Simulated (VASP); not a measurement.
# NaHgF3 (Pm-3m) in VASP: a series of runs

NaHgF3 is run at these levels: PBE; tasks: single point.

Program: VASP 6.6.1. These are calculated values, not measurements. Logs are shortened: lines on timing, memory, paths and dates and some standing lists are left out, and cuts for length are marked.

## Step 1: The cell of the first run

The structure is cubic, space group Pm-3m (No. 221). Conventional cell: a = 4.468 Å, b = 4.468 Å, c = 4.468 Å, α = 90.00°, β = 90.00°, γ = 90.00°. Na (site symmetry m-3m) has 12 F at 3.16 Å and 8 Hg at 3.87 Å within 4.2 Å. Hg (site symmetry m-3m) has 6 F at 2.23 Å within 3.0 Å. Within 3.0 Å of F (site symmetry 4/mmm) lie 2 Hg at 2.23 Å.

## Step 2: Single point, PBE (17.84 Å³/atom)

INCAR reads:

```
SYSTEM = NaHgF3
PREC = Accurate
ENCUT = 520
EDIFF = 1E-7
ISMEAR = 0
SIGMA = 0.01
LREAL = .FALSE.
LASPH = .TRUE.
NELM = 60
ALGO = Normal
ISIF = 2
LWAVE = .FALSE.
LCHARG = .FALSE.
GGA = PE
NBANDS = 28
```

KPOINTS reads:

```
Automatic mesh
0
G
  6 6 6
  0 0 0
```

POSCAR reads:

```
NaHgF3
1.0
    4.4678866063      0.0000000000      0.0000000000
    0.0000000000      4.4678866063      0.0000000000
    0.0000000000      0.0000000000      4.4678866063
Na Hg F
1 1 3
Direct
    0.0000000000      0.0000000000      0.0000000000
    0.5000000000      0.5000000000      0.5000000000
    0.5000000000      0.5000000000      0.0000000000
    0.5000000000      0.0000000000      0.5000000000
    0.0000000000      0.5000000000      0.5000000000
```

Potentials or basis: VASP PAW PBE potentials, release 64 (Na_pv, Hg, F).

Started as:

```sh
$ cat potpaw_PBE.64/Na_pv/POTCAR potpaw_PBE.64/Hg/POTCAR potpaw_PBE.64/F/POTCAR > POTCAR
$ mpirun -np 1 vasp_std > vasp.out
```

OUTCAR:

```text
SYSTEM = NaHgF3
   PREC = Accurate
   ENCUT = 520
   EDIFF = 1E-7
   ISMEAR = 0
   LREAL = .FALSE.
   LASPH = .TRUE.
   NELM = 60
   ISIF = 2
   GGA = PE

 ion  position               nearest neighbor table
   1  0.000  0.000  0.000-
   2  0.500  0.500  0.500-   3 2.23   4 2.23   5 2.23   3 2.23   4 2.23   5 2.23
   3  0.500  0.500  0.000-   2 2.23   2 2.23
   4  0.500  0.000  0.500-   2 2.23   2 2.23
   5  0.000  0.500  0.500-   2 2.23   2 2.23

  LATTYP: Found a simple cubic cell.
 ALAT       =     4.4678866063

  Lattice vectors:

 A1 = (   4.4678866063,   0.0000000000,   0.0000000000)
 A2 = (   0.0000000000,   4.4678866063,   0.0000000000)
 A3 = (   0.0000000000,   0.0000000000,   4.4678866063)

Analysis of symmetry for initial positions (statically):
=====================================================================
 Subroutine PRICEL returns:
 Original cell was already a primitive cell.

 Routine SETGRP: Setting up the symmetry group for a
 simple cubic supercell.

 Subroutine GETGRP returns: Found 48 space group operations
 (whereof 48 operations were pure point group operations)
 out of a pool of 48 trial point group operations.

The static configuration has the point symmetry O_h .

Analysis of symmetry for dynamics (positions and initial velocities):
=====================================================================
 Subroutine PRICEL returns:
 Original cell was already a primitive cell.

 Routine SETGRP: Setting up the symmetry group for a
 simple cubic supercell.

 Subroutine GETGRP returns: Found 48 space group operations
 (whereof 48 operations were pure point group operations)
 out of a pool of 48 trial point group operations.

The dynamic configuration has the point symmetry O_h .

 Subroutine INISYM returns: Found 48 space group operations
 (whereof 48 operations are pure point group operations),
 and found     1 'primitive' translations

----------------------------------------------------------------------------------------

                                     Primitive cell

  volume of cell :      89.1880

  direct lattice vectors                    reciprocal lattice vectors
     4.467886606  0.000000000  0.000000000     0.223819467  0.000000000  0.000000000
     0.000000000  4.467886606  0.000000000     0.000000000  0.223819467  0.000000000
     0.000000000  0.000000000  4.467886606     0.000000000  0.000000000  0.223819467

  length of vectors
     4.467886606  4.467886606  4.467886606     0.223819467  0.223819467  0.223819467

  position of ions in fractional coordinates (direct lattice)
     0.000000000  0.000000000  0.000000000
     0.500000000  0.500000000  0.500000000
     0.500000000  0.500000000  0.000000000
     0.500000000  0.000000000  0.500000000
     0.000000000  0.500000000  0.500000000

  ion indices of the primitive-cell ions
   primitive index   ion index
                 1           1
                 2           2
                 3           3
                 4           4
                 5           5

----------------------------------------------------------------------------------------

 KPOINTS: Automatic mesh

Automatic generation of k-mesh.
 Grid dimensions read from file:
 generate k-points for:    6    6    6

 Generating k-lattice:

  Cartesian coordinates                     Fractional coordinates (reciprocal lattice)
     0.037303245  0.000000000  0.000000000     0.166666667  0.000000000  0.000000000
     0.000000000  0.037303245  0.000000000     0.000000000  0.166666667  0.000000000
     0.000000000  0.000000000  0.037303245     0.000000000  0.000000000  0.166666667

  Length of vectors
     0.037303245  0.037303245  0.037303245

  Shift w.r.t. Gamma in fractional coordinates (k-lattice)
     0.000000000  0.000000000  0.000000000

 Subroutine IBZKPT returns following result:
 ===========================================

 Found     20 irreducible k-points:

 Following reciprocal coordinates:
            Coordinates               Weight
  0.000000  0.000000  0.000000      1.000000
  0.166667  0.000000  0.000000      6.000000
  0.333333  0.000000  0.000000      6.000000
  0.500000  0.000000  0.000000      3.000000
  0.166667  0.166667  0.000000     12.000000
  0.333333  0.166667  0.000000     24.000000
[... 12 lines left out ...]
  0.500000  0.500000  0.333333      6.000000
  0.500000  0.500000  0.500000      1.000000
   k-points           NKPTS =     20   k-points in BZ     NKDIM =     20   number of bands    NBANDS=     28
   number of dos      NEDOS =    301   number of ions     NIONS =      5
   total plane-waves  NPLWV =  46656
   dimension x,y,z NGX =    36 NGY =   36 NGZ =   36
   dimension x,y,z NGXF=    72 NGYF=   72 NGZF=   72
   ions per type =               1   1   3
   NGX,Y,Z   is equivalent  to a cutoff of  13.40, 13.40, 13.40 a.u.
   NGXF,Y,Z  is equivalent  to a cutoff of  26.79, 26.79, 26.79 a.u.
 SYSTEM =  NaHgF3
   PREC   = accura    normal or accurate (medium, high low for compatibility)
   ISTART =      0    job   : 0-new  1-cont  2-samecut
   ICHARG =      2    charge: 1-file 2-atom 10-const
   ISPIN  =      1    spin polarized calculation?
   LNONCOLLINEAR =      F non collinear calculations
   LSORBIT =      F    spin-orbit coupling
   LASPH  =      T    aspherical Exc in radial PAW
   ENCUT  =  520.0 eV  38.22 Ry    6.18 a.u.   8.31  8.31  8.31*2*pi/ulx,y,z
   NELM   =     60;   NELMIN=  2; NELMDL= -5     # of ELM steps
   EDIFF  = 0.1E-06   stopping-criterion for ELM
   LREAL  =      F    real-space projection
   EDIFFG = 0.1E-05   stopping-criterion for IOM
   NSW    =      0    number of steps for IOM
   IBRION =     -1    ionic relax: 0-MD 1-quasi-New 2-CG
   NFREE  =      0    steps in history (QN), initial steepest desc. (CG)
   ISIF   =      2    stress and relaxation
   ISYM   =      2    0-nonsym 1-usesym 2-fastsym
   POTIM  = 0.5000    time-step for ionic-motion
   TEBEG  =    0.0;   TEEND  =   0.0 temperature during run
   PSTRESS=    0.0 pullay stress
   NELECT =      40.0000    total number of electrons
   NUPDOWN=      -1.0000    fix difference up-down
   EMIN   =  10.00;   EMAX   =-10.00  energy-range for DOS
   EFERMI =   0.00;   METHOD = LEGACY
   ISMEAR =     0;   SIGMA  =   0.01  broadening in eV -4-tet -1-fermi 0-gaus
   EFERMI_NEDOS =   21; number of points for ismear=-14 and -15
   IALGO  =     38    algorithm
   IMIX   =      4    mixing-type and parameters
     AMIX     =   0.40;   BMIX     =  1.00
     AMIX_MAG =   1.60;   BMIX_MAG =  1.00
  volume/ion in A,a.u.               =      17.84       120.37
  Fermi-wavevector in a.u.,A,eV,Ry     =   1.253120  2.368054 21.365363  1.570310
  Thomas-Fermi vector in A             =   2.386988
   LORBIT       =      0    0 simple, 1 ext, 2 COOP (PROOUT), +10 PAW based schemes
   GGA     = PE    functional components
   LHFCALC =     F    Hartree Fock is set to
   AEXX    =    0.0000 exact exchange contribution
   IVDW    =     0    specifies the selected vdW correction
   LEPSILON=     F    determine dielectric tensor
   LRPA    =     F    only Hartree local field effects (RPA)
 non-spin polarized calculation
 Gauss-broadening in eV      SIGMA  =   0.01
  energy-cutoff  :      520.00
  volume of cell :       89.19
 maximum number of plane-waves:      2469
 NGX is ok and might be reduce to    36
   NGX = 17   NGY = 17   NGZ = 17

 number of electron      39.9999990 magnetization

 Free energy of the ion-electron system (eV)
  ---------------------------------------------------
  ext. energy  EPLUGINS =         0.00000000
  ---------------------------------------------------
  free energy    TOTEN  =       -15.55417813 eV

  energy without entropy =      -15.55417813  energy(sigma->0) =      -15.55417813

 E-fermi :  -0.4582     XC(G=0):  -8.3080

 val. band max:       -0.5454975648   @ k =   0.5000   0.5000   0.5000
 cond. band min:      -0.2849566264   @ k =   0.0000   0.0000   0.0000
 fundamental gap:      0.2605409384
 Fermi energy:        -0.4582202765

 k-point     1 :       0.0000    0.0000    0.0000
  band No.  band energies     occupation
      1     -24.1837      2.00000
      2     -24.1837      2.00000
      3     -24.1837      2.00000
      4     -22.6168      2.00000
      5     -22.3373      2.00000
      6     -22.3373      2.00000
[... 20 lines left out ...]
     27       9.1366      0.00000
     28      13.3052      0.00000

 k-point     2 :       0.1667    0.0000    0.0000
  band No.  band energies     occupation
      1     -24.1850      2.00000
      2     -24.1837      2.00000
      3     -24.1837      2.00000
      4     -22.5920      2.00000
      5     -22.3365      2.00000
      6     -22.3355      2.00000
[... 20 lines left out ...]
     27      10.7159      0.00000
     28      12.1430      0.00000

 k-point     3 :       0.3333    0.0000    0.0000
  band No.  band energies     occupation
      1     -24.1876      2.00000
      2     -24.1836      2.00000
      3     -24.1836      2.00000
      4     -22.5426      2.00000
      5     -22.3352      2.00000
      6     -22.3322      2.00000
[... 20 lines left out ...]
     27      10.8802      0.00000
     28      10.8802      0.00000

 k-point     4 :       0.5000    0.0000    0.0000
  band No.  band energies     occupation
      1     -24.1889      2.00000
      2     -24.1835      2.00000
      3     -24.1835      2.00000
      4     -22.5176      2.00000
      5     -22.3348      2.00000
      6     -22.3305      2.00000
[... 20 lines left out ...]
     27      10.0274      0.00000
     28      10.0955      0.00000

 k-point     5 :       0.1667    0.1667    0.0000
  band No.  band energies     occupation
      1     -24.1852      2.00000
      2     -24.1845      2.00000
      3     -24.1836      2.00000
      4     -22.5680      2.00000
      5     -22.3354      2.00000
      6     -22.3341      2.00000
[... 20 lines left out ...]
     27      10.9788      0.00000
     28      11.1923      0.00000

 k-point     6 :       0.3333    0.1667    0.0000
  band No.  band energies     occupation
      1     -24.1873      2.00000
      2     -24.1845      2.00000
      3     -24.1835      2.00000
      4     -22.5191      2.00000
      5     -22.3340      2.00000
      6     -22.3309      2.00000
[... 339 lines left out ...]
      5     -22.3280      2.00000
      6     -22.3280      2.00000
[... 20 lines left out ...]
     27       9.1363      0.00000
     28      10.5107      0.00000

 k-point    18 :       0.5000    0.3333    0.3333
  band No.  band energies     occupation
      1     -24.1862      2.00000
      2     -24.1854      2.00000
      3     -24.1849      2.00000
      4     -22.3745      2.00000
      5     -22.3275      2.00000
      6     -22.3256      2.00000
[... 20 lines left out ...]
     27       9.5148      0.00000
     28       9.6367      0.00000

 k-point    19 :       0.5000    0.5000    0.3333
  band No.  band energies     occupation
      1     -24.1858      2.00000
      2     -24.1858      2.00000
      3     -24.1849      2.00000
      4     -22.3510      2.00000
      5     -22.3252      2.00000
      6     -22.3252      2.00000
[... 20 lines left out ...]
     27       8.7873      0.00000
     28       8.7873      0.00000

 k-point    20 :       0.5000    0.5000    0.5000
  band No.  band energies     occupation
      1     -24.1854      2.00000
      2     -24.1854      2.00000
      3     -24.1854      2.00000
      4     -22.3254      2.00000
      5     -22.3254      2.00000
      6     -22.3254      2.00000
[... 20 lines left out ...]
     27       7.9022      0.00000
     28       7.9022      0.00000

------------------------ aborting loop because EDIFF is reached ----------------------------------------

  FORCE on cell =-STRESS in cart. coord.  units (eV):
  Direction    XX          YY          ZZ          XY          YZ          ZX
  --------------------------------------------------------------------------------------
  -------------------------------------------------------------------------------------
  Total        2.2809975      2.2809975      2.2809975     -0.0000000      0.0000000     -0.0000000
  in kB       40.9759437     40.9759437     40.9759437     -0.0000000      0.0000000     -0.0000000
  external PRESSURE =      40.9759437 kB  Pullay stress =       0.0000000 kB

 VOLUME and BASIS-vectors are now :
 -----------------------------------------------------------------------------
  energy-cutoff  :      520.00
  volume of cell :       89.19
      direct lattice vectors                 reciprocal lattice vectors
     4.467886606  0.000000000  0.000000000     0.223819467  0.000000000  0.000000000
     0.000000000  4.467886606  0.000000000     0.000000000  0.223819467  0.000000000
     0.000000000  0.000000000  4.467886606     0.000000000  0.000000000  0.223819467

 POSITION                                       TOTAL-FORCE (eV/Angst)
 -----------------------------------------------------------------------------------
      0.00000      0.00000      0.00000         0.000000      0.000000      0.000000
      2.23394      2.23394      2.23394         0.000000      0.000000      0.000000
      2.23394      2.23394      0.00000         0.000000      0.000000      0.000000
      2.23394      0.00000      2.23394         0.000000      0.000000      0.000000
      0.00000      2.23394      2.23394         0.000000      0.000000      0.000000
 -----------------------------------------------------------------------------------
    total drift:                                0.000000      0.000000      0.000000

  FREE ENERGIE OF THE ION-ELECTRON SYSTEM (eV)
  ---------------------------------------------------
  free  energy   TOTEN  =       -15.5541781311 eV

  energy  without entropy=      -15.5541781311  energy(sigma->0) =      -15.55417813
```

It took 29 s on 1 thread of AMD EPYC 9R45 (Zen 5), shared host; peak memory 0.19 GiB.

What came out:

- Free energy: -15.5542 eV
- Pressure: 4.1 GPa
- Band gap on the k mesh: 0.26 eV (least direct gap 3.16 eV)

Caveat: the cell stands under pressure; spin-orbit coupling is left out, which moves the levels of the heavy elements. A k mesh can miss the band edges.

[end of part 1 of 3]
